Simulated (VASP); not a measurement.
Input of a VASP 6.6.1 run:

The input POSCAR:

```
Mo
1.0
   -1.6016412097      1.6016412097      1.6016412097
    1.6016412097     -1.6016412097      1.6016412097
    1.6016412097      1.6016412097     -1.6016412097
Mo
1
Direct
    0.0000000000      0.0000000000      0.0000000000
```

Contents of INCAR.step1:

```
  PREC = Accurate
  ENCUT = 520
  EDIFF = 1E-5
  ISMEAR = -1
  SIGMA = 0.1
  LREAL = False
  LASPH = True
  NELM = 100
  ALGO = Normal
  ISIF = 2
  LWAVE = True
  LCHARG = False
  NBANDS = 13
  GGA = PE
```

Contents of INCAR.step2:

```
  PREC = Accurate
  ENCUT = 520
  EDIFF = 1E-7
  ISMEAR = -1
  SIGMA = 0.1
  LREAL = False
  LASPH = True
  NELM = 100
  ALGO = Normal
  ISIF = 2
  LWAVE = False
  LCHARG = False
  GGA = B3
  LHFCALC = True
  AEXX = 0.2
  AGGAX = 0.72
  AGGAC = 0.81
  ALDAC = 0.19
  PRECFOCK = Normal
  NBANDS = 13
  ISTART = 1
```

Contents of KPOINTS:

```
Automatic mesh
0
Gamma
  7 7 7
```

Potentials or basis: VASP PAW PBE potentials, release 64 (Mo_sv).

The run is started by

```sh
$ cat potpaw_PBE.64/Mo_sv/POTCAR > POTCAR
$ cp INCAR.step1 INCAR
$ mpirun -np 1 vasp_std > vasp.out
$ cp INCAR.step2 INCAR
$ mpirun -np 1 vasp_std > vasp.out
```

Predict the pressure.

-5.5 GPa.

What does it give for the band gap on the k mesh?

Zero (band 7 reaches 15.28 eV, above the bottom of band 8 at 10.12 eV).

Caveat: the k points lie up to 0.40 Å⁻¹ apart; the PAW data sets were made with another functional, which shifts forces and pressure a little.
